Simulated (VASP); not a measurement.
# Co (P6_3/mmc) in VASP: notebook, part 2 of 2

VASP 6.6.1. Earlier steps stand in the parts before.

### 3 Single point, PBE, collinear spin, ferromagnetic start

INCAR

```
ALGO = Normal ; EDIFF = 1E-6
ENCUT = 520 ; GGA = PE
ISIF = 2 ; ISMEAR = 1
ISPIN = 2 ; LASPH = True
LCHARG = False ; LMAXMIX = 4
LORBIT = 11 ; LREAL = False
LWAVE = False ; MAGMOM = 3 3
NBANDS = 20 ; NELM = 150
PREC = Accurate ; SIGMA = 0.3
```

KPOINTS

```
k-points
0
Gamma
  14 14 7
```

POSCAR

```
Co
1.0
    2.5053999800      0.0000000000      0.0000000000
   -1.2526999900      2.1697400300      0.0000000000
    0.0000000000      0.0000000000      4.0893000000
Co
2
Direct
    0.3333333300      0.6666666700      0.2500000000
    0.6666666700      0.3333333300      0.7500000000
```

Potentials or basis: VASP PAW PBE potentials, release 64 (Co).

On the command line:

```sh
cat potpaw_PBE.64/Co/POTCAR > POTCAR
mpirun -np 1 vasp_std > vasp.out
```

OUTCAR:

```text
EDIFF = 1E-6
   ENCUT = 520
   GGA = PE
   ISIF = 2
   ISMEAR = 1
   ISPIN = 2
   LASPH = True
   LORBIT = 11
   LREAL = False
   NELM = 150
   PREC = Accurate

 ion  position               nearest neighbor table
   1  0.333  0.667  0.250-   2 2.50   2 2.50   2 2.50   2 2.50   2 2.50   2 2.50
   2  0.667  0.333  0.750-   1 2.50   1 2.50   1 2.50   1 2.50   1 2.50   1 2.50

  LATTYP: Found a hexagonal cell.
 ALAT       =     2.5053999800
 C/A-ratio  =     1.6321944730

  Lattice vectors:

 A1 = (   2.5053999800,   0.0000000000,   0.0000000000)
 A2 = (  -1.2526999900,   2.1697400300,   0.0000000000)
 A3 = (   0.0000000000,   0.0000000000,   4.0893000000)

Analysis of symmetry for initial positions (statically):
=====================================================================
 Subroutine PRICEL returns:
 Original cell was already a primitive cell.

 Routine SETGRP: Setting up the symmetry group for a
 hexagonal supercell.

 Subroutine GETGRP returns: Found 24 space group operations
 (whereof 12 operations were pure point group operations)
 out of a pool of 24 trial point group operations.

The static configuration has the point symmetry D_3d.
 The point group associated with its full space group is D_6h.

Analysis of symmetry for dynamics (positions and initial velocities):
=====================================================================
 Subroutine PRICEL returns:
 Original cell was already a primitive cell.

 Routine SETGRP: Setting up the symmetry group for a
 hexagonal supercell.

 Subroutine GETGRP returns: Found 24 space group operations
 (whereof 12 operations were pure point group operations)
 out of a pool of 24 trial point group operations.

The dynamic configuration has the point symmetry D_3d.
 The point group associated with its full space group is D_6h.

Analysis of structural, dynamic, and magnetic symmetry:
=====================================================================
 Subroutine PRICEL returns:
 Original cell was already a primitive cell.

 Routine SETGRP: Setting up the symmetry group for a
 hexagonal supercell.

 Subroutine GETGRP returns: Found 24 space group operations
 (whereof 12 operations were pure point group operations)
 out of a pool of 24 trial point group operations.

The overall configuration has the point symmetry D_3d.
 The point group associated with its full space group is D_6h.

 Subroutine INISYM returns: Found 24 space group operations
 (whereof 12 operations are pure point group operations),
 and found     1 'primitive' translations

----------------------------------------------------------------------------------------

                                     Primitive cell

  volume of cell :      22.2297

  direct lattice vectors                    reciprocal lattice vectors
     2.505399980  0.000000000  0.000000000     0.399137865  0.230442354  0.000000000
    -1.252699990  2.169740030  0.000000000     0.000000000  0.460884708  0.000000000
     0.000000000  0.000000000  4.089300000     0.000000000  0.000000000  0.244540630

  length of vectors
     2.505399980  2.505399981  4.089300000     0.460884708  0.460884708  0.244540630

  position of ions in fractional coordinates (direct lattice)
     0.333333330  0.666666670  0.250000000
     0.666666670  0.333333330  0.750000000

[... 64 lines left out ...]
   NGX,Y,Z   is equivalent  to a cutoff of  13.27, 13.27, 12.20 a.u.
   NGXF,Y,Z  is equivalent  to a cutoff of  26.54, 26.54, 24.39 a.u.
 SYSTEM =  unknown system
   PREC   = accura    normal or accurate (medium, high low for compatibility)
   ISTART =      0    job   : 0-new  1-cont  2-samecut
   ICHARG =      2    charge: 1-file 2-atom 10-const
   ISPIN  =      2    spin polarized calculation?
   LNONCOLLINEAR =      F non collinear calculations
   LSORBIT =      F    spin-orbit coupling
   LASPH  =      T    aspherical Exc in radial PAW
   ENCUT  =  520.0 eV  38.22 Ry    6.18 a.u.   4.66  4.66  7.60*2*pi/ulx,y,z
   NELM   =    150;   NELMIN=  2; NELMDL= -5     # of ELM steps
   EDIFF  = 0.1E-05   stopping-criterion for ELM
   LREAL  =      F    real-space projection
   EDIFFG = 0.1E-04   stopping-criterion for IOM
   NSW    =      0    number of steps for IOM
   IBRION =     -1    ionic relax: 0-MD 1-quasi-New 2-CG
   NFREE  =      0    steps in history (QN), initial steepest desc. (CG)
   ISIF   =      2    stress and relaxation
   ISYM   =      2    0-nonsym 1-usesym 2-fastsym
   POTIM  = 0.5000    time-step for ionic-motion
   TEBEG  =    0.0;   TEEND  =   0.0 temperature during run
   PSTRESS=    0.0 pullay stress
   NELECT =      18.0000    total number of electrons
   NUPDOWN=      -1.0000    fix difference up-down
   EMIN   =  10.00;   EMAX   =-10.00  energy-range for DOS
   EFERMI =   0.00;   METHOD = LEGACY
   ISMEAR =     1;   SIGMA  =   0.30  broadening in eV -4-tet -1-fermi 0-gaus
   EFERMI_NEDOS =   21; number of points for ismear=-14 and -15
   IALGO  =     38    algorithm
   IMIX   =      4    mixing-type and parameters
     AMIX     =   0.40;   BMIX     =  1.00
     AMIX_MAG =   1.60;   BMIX_MAG =  1.00
  volume/ion in A,a.u.               =      11.11        75.01
  Fermi-wavevector in a.u.,A,eV,Ry     =   1.525882  2.883500 31.678680  2.328317
  Thomas-Fermi vector in A             =   2.633992
   LORBIT       =     11    0 simple, 1 ext, 2 COOP (PROOUT), +10 PAW based schemes
   GGA     = PE    functional components
   LHFCALC =     F    Hartree Fock is set to
   AEXX    =    0.0000 exact exchange contribution
   IVDW    =     0    specifies the selected vdW correction
   LEPSILON=     F    determine dielectric tensor
   LRPA    =     F    only Hartree local field effects (RPA)
 spin polarized calculation
 Methfessel and Paxton  Order N= 1 SIGMA  =   0.30
  energy-cutoff  :      520.00
  volume of cell :       22.23
 maximum number of plane-waves:       615
 NGX is ok and might be reduce to    20
   NGX =  9   NGY =  9   NGZ = 15

 number of electron      18.0000005 magnetization       3.2482984

 Free energy of the ion-electron system (eV)
  ---------------------------------------------------
  ext. energy  EPLUGINS =         0.00000000
  ---------------------------------------------------
  free energy    TOTEN  =       -14.05576995 eV

  energy without entropy =      -14.05807098  energy(sigma->0) =      -14.05653696

 E-fermi :   9.9167     XC(G=0): -13.2627

 val. band max:        9.9106995708   @ k =   0.2857   0.1429   0.1429
 cond. band min:       9.9201742978   @ k =   0.2143  -0.0000   0.1429
 fundamental gap:      0.0094747270
 Fermi energy:         9.9167453972

 spin component 1

 k-point     1 :       0.0000    0.0000    0.0000
  band No.  band energies     occupation
      1       1.1524      1.00000
      2       4.8911      1.00000
      3       7.2949      1.00000
      4       7.3638      1.00000
      5       7.3638      1.00000
      6       7.6525      1.00000
[... 541 lines left out ...]
     19      26.3362      0.00000
     20      42.1615      0.00000

 [... further k-points ...]

 spin component 2

 k-point     1 :       0.0000    0.0000    0.0000
  band No.  band energies     occupation
      1       1.1415      1.00000
      2       5.8293      1.00000
      3       8.9263      1.00002
      4       9.0121      1.00009
      5       9.0121      1.00009
      6       9.3522      1.01150
[... 541 lines left out ...]
     19      26.7187      0.00000
     20      42.3066      0.00000

 [... further k-points ...]
[... 5 lines left out ...]
  --------------------------------------------------------------------------------------
  -------------------------------------------------------------------------------------
  Total       -0.6289372     -0.6289372     -0.9791103      0.0000000     -0.0000000      0.0000000
  in kB      -45.3298320    -45.3298321    -70.5681057      0.0000000     -0.0000000      0.0000000
  external PRESSURE =     -53.7425899 kB  Pullay stress =       0.0000000 kB

 VOLUME and BASIS-vectors are now :
 -----------------------------------------------------------------------------
  energy-cutoff  :      520.00
  volume of cell :       22.23
      direct lattice vectors                 reciprocal lattice vectors
     2.505399980  0.000000000  0.000000000     0.399137865  0.230442354  0.000000000
    -1.252699990  2.169740030  0.000000000     0.000000000  0.460884708  0.000000000
     0.000000000  0.000000000  4.089300000     0.000000000  0.000000000  0.244540630

 POSITION                                       TOTAL-FORCE (eV/Angst)
 -----------------------------------------------------------------------------------
     -0.00000      1.44649      1.02232        -0.000000      0.000000      0.000000
      1.25270      0.72325      3.06697         0.000000     -0.000000      0.000000
 -----------------------------------------------------------------------------------
    total drift:                               -0.000000      0.000000     -0.000000

  FREE ENERGIE OF THE ION-ELECTRON SYSTEM (eV)
  ---------------------------------------------------
  free  energy   TOTEN  =       -14.0557699501 eV

  energy  without entropy=      -14.0580709842  energy(sigma->0) =      -14.05653696

 total charge

# of ion       s       p       d       tot
------------------------------------------
    1        0.479   0.501   7.247   8.227
    2        0.479   0.501   7.247   8.227
--------------------------------------------------
tot          0.957   1.001  14.495  16.453

 magnetization (x)

# of ion       s       p       d       tot
------------------------------------------
    1       -0.014  -0.053   1.717   1.649
    2       -0.014  -0.053   1.717   1.649
--------------------------------------------------
tot         -0.029  -0.107   3.433   3.298
```

OSZICAR:

```text
N       E                     dE             d eps       ncg     rms          rms(c)
DAV:   1     0.863473336820E+02    0.86347E+02   -0.81926E+03  8096   0.120E+03
DAV:   2    -0.111723318119E+02   -0.97520E+02   -0.87828E+02  7788   0.216E+02
DAV:   3    -0.156159144348E+02   -0.44436E+01   -0.43031E+01  8780   0.562E+01
DAV:   4    -0.156827839697E+02   -0.66870E-01   -0.66824E-01  9524   0.601E+00
DAV:   5    -0.156845567777E+02   -0.17728E-02   -0.17727E-02  8972   0.909E-01    0.157E+01
DAV:   6    -0.144729133713E+02    0.12116E+01   -0.75477E+00  8724   0.556E+01    0.673E+00
DAV:   7    -0.140893540834E+02    0.38356E+00   -0.11769E+00  8824   0.204E+01    0.370E+00
DAV:   8    -0.140699259408E+02    0.19428E-01   -0.16738E-02 10244   0.141E+00    0.154E+00
DAV:   9    -0.140569982243E+02    0.12928E-01   -0.31687E-03 12144   0.930E-01    0.481E-01
DAV:  10    -0.140557673122E+02    0.12309E-02   -0.57973E-04  9940   0.284E-01    0.613E-02
DAV:  11    -0.140557734197E+02   -0.61075E-05   -0.48651E-05 11588   0.102E-01    0.269E-02
DAV:  12    -0.140557707565E+02    0.26633E-05   -0.66357E-06  8212   0.219E-02    0.163E-02
DAV:  13    -0.140557696875E+02    0.10690E-05   -0.12608E-06  6220   0.127E-02    0.517E-03
DAV:  14    -0.140557699501E+02   -0.26261E-06   -0.53523E-07  4888   0.606E-03
   1 F= -.14055770E+02 E0= -.14056537E+02  d E =0.230103E-02  mag=     3.2485
```

It took 35 s on 1 thread of Intel Xeon 6975P-C (Granite Rapids), shared host; peak memory 0.18 GiB.

Results:

```yaml
Free_energy: -14.0558 eV
Pressure: -5.4 GPa
Net_moment: 3.25 μB per cell
Site_moments: Co +1.65 μB
Valence_electrons_inside_the_program's_atomic_spheres: Co 8.23
```

Stress tensor (GPa, compression positive):
```
-4.53  0.00  0.00
 0.00 -4.53  0.00
 0.00  0.00 -7.06
```

Caveat: the cell stands under tension; so wide a smearing shifts energies and pressures.

### 4 Single point, PBE, collinear spin, ferromagnetic start

INCAR

```
ALGO = Normal
EDIFF = 1E-6
ENCUT = 520
GGA = PE
ISIF = 2
ISMEAR = -1
ISPIN = 2
LASPH = True
LCHARG = False
LMAXMIX = 4
LORBIT = 11
LREAL = False
LWAVE = False
MAGMOM = 3 3
NBANDS = 20
NELM = 150
PREC = Accurate
SIGMA = 0.05
```

KPOINTS is that of step 3.

POSCAR is that of step 3.

On the command line:

```sh
cat potpaw_PBE.64/Co/POTCAR > POTCAR
mpirun -np 1 vasp_std > vasp.out
```

Run time: 36 s. Hardware: 1 thread of Intel Xeon 6975P-C (Granite Rapids), shared host; peak memory 0.18 GiB.

Results (log left out):

| Item | Value |
| --- | --- |
| Free energy | -14.0627 eV |
| Pressure | -5.3 GPa |
| Net moment | 3.25 μB per cell |
| Site moments | Co +1.65 μB |
| Valence electrons inside the program's atomic spheres | Co 8.23 |

Stress tensor (GPa, compression positive):
```
-4.40  0.00  0.00
 0.00 -4.40  0.00
 0.00  0.00 -7.03
```

Levels at points of the mesh, in eV from the Fermi level:
Spin up:
```
           k point  band 7  band 8  band 9  band 10  band 11  band 12  band 13  band 14  band 15  band 16
(0.00, 0.00, 0.00)   -2.26   -1.90   -1.90    -0.88    -0.88    -0.16     6.01    21.89    24.30    24.30
(0.50, 0.00, 0.00)   -2.19   -0.72   -0.68    -0.58     1.26     3.22     9.44    10.06    12.46    13.58
```
Spin down:
```csv
k point,band 5,band 6,band 7,band 8,band 9,band 10
"(0.00, 0.00, 0.00)",-0.91,-0.57,-0.57,-0.23,-0.11,-0.11
"(0.50, 0.00, 0.00)",-1.02,-1.00,-0.62,1.17,1.26,1.32
```

Caveat: the cell stands under tension.
